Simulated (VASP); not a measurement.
A run of VASP 6.6.1 is set up as follows.

Contents of INCAR:

```
SYSTEM = AlN
PREC = Accurate
ENCUT = 520
EDIFF = 1E-6
ISMEAR = 0
SIGMA = 0.1
LREAL = .FALSE.
LASPH = .TRUE.
NELM = 150
ALGO = Normal
ISIF = 2
LWAVE = .FALSE.
LCHARG = .TRUE.
ISPIN = 2
MAGMOM = 0 1
LORBIT = 11
LDIPOL = .TRUE.
IDIPOL = 3
DIPOL = 0.5 0.5 0.500
GGA = PE
LELF = .TRUE.
LVHAR = .TRUE.
LVACPOTAV = .TRUE.
NBANDS = 15
```

The input KPOINTS:

```
regular mesh
0
G
  6 4 1
  0 0 0
```

POSCAR

```
AlN
1.0
    3.1130000000      0.0000000000      0.0000000000
    0.0000000000      4.9810000000      0.0000000000
    0.0000000000      0.0000000000     14.0000000000
Al N
1 1
Direct
    0.0000000000      0.5001000000      0.5000000000
    0.0000000000      0.8801000000      0.5000000000
```

Potentials or basis: VASP PAW PBE potentials, release 64 (Al, N).

The run is started by

```console
$ cat potpaw_PBE.64/Al/POTCAR potpaw_PBE.64/N/POTCAR > POTCAR
$ mpirun -np 1 vasp_std > vasp.out
```

Q: Predict the site moments.

A: Al -0.00; N +0.94 μB.

Q: Predict the net moment.

A: 1.35 μB per cell.

Q: Predict the largest force.

A: 0.750 eV/Å.

Forces on the atoms (eV/Å):
```
Al   0.000  0.750  0.000
N    0.000 -0.750  0.000
```
